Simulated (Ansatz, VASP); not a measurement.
**CsPbBr3 in VASP and in Ansatz**

```
CELL_PARAMETERS angstrom
5.98513 0.00000 0.00000
0.00000 5.98513 0.00000
0.00000 0.00000 5.98513
ATOMIC_POSITIONS crystal
Pb 0.50000 0.50000 0.50000
Cs 0.00000 0.00000 0.00000
Br 0.50000 0.50000 0.00000
Br 0.50000 0.00000 0.50000
Br 0.00000 0.50000 0.50000
```

Alike in both runs: task single point; functional PBEsol; k mesh 5 × 5 × 5; occupations fermi-dirac, width 0.05 eV; no spin polarisation.

```csv
,VASP,Ansatz
version,VASP 6.6.1,Ansatz 0.2.0
potentials or method,"VASP PAW PBE potentials, release 64 (Pb_d, Cs_sv, Br)",Ansatz PAW
plane-wave cutoff (eV),520,420
valence electrons in the cell,44,44
```

```tsv
	VASP	Ansatz	Ansatz less VASP
gap on the k mesh at the Fermi level (eV)	2.66	2.66	-0.001
least direct gap on the mesh (eV)	2.66	2.66	-0.001
pressure (GPa)	-1.1	-1.1	+0.01
```

VASP's potentials were made for PBE, not for PBEsol.

Spin-orbit coupling is off throughout. Noted on Ansatz's run: odd divisions of the mesh miss points on the zone boundary, where band edges often lie, so the gap on the mesh can be too wide.
